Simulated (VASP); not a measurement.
A run of VASP 6.6.1:

File INCAR:

```
SYSTEM = LuSi2Ge3
ALGO = Normal
EDIFF = 1E-7
ENCUT = 520
GGA = PE
ISIF = 2
ISMEAR = 0
LASPH = .True.
LCHARG = .False.
LREAL = .False.
LWAVE = .False.
NBANDS = 46
NELM = 100
PREC = Accurate
SIGMA = 0.1
```

The input KPOINTS:

```
k-points
0
Gamma
  6 6 4
  0 0 0
```

File POSCAR:

```
LuSi2Ge3
1.0
    5.5738243245      0.0000000000      0.0000000000
   -2.7869121623      4.8270734612      0.0000000000
    0.0000000000      0.0000000000      7.5324558897
Lu Si Ge
1 2 3
Direct
    0.0000000000      0.0000000000      0.0000000000
    0.0000000000      0.0000000000      0.6449217675
    0.0000000000      0.0000000000      0.3550782325
    0.5000000000      0.0000000000      0.0000000000
    0.0000000000      0.5000000000      0.0000000000
    0.5000000000      0.5000000000      0.0000000000
```

Potentials or basis: VASP PAW PBE potentials, release 64 (Lu, Si, Ge_d).

Command:

```sh
$ cat potpaw_PBE.64/Lu/POTCAR potpaw_PBE.64/Si/POTCAR potpaw_PBE.64/Ge_d/POTCAR > POTCAR
$ mpirun -np 1 vasp_std > vasp.out
```

Hardware: 1 thread of AMD EPYC 7R43 64-Core Processor (Zen 3), on a shared host.

How long does it take, and how much memory?

Wall time 5.3 min on 1 thread of AMD EPYC 7R43 64-Core Processor (Zen 3) (shared host), peak memory 0.37 GiB. Counts: scf iterations 17, k points 21.
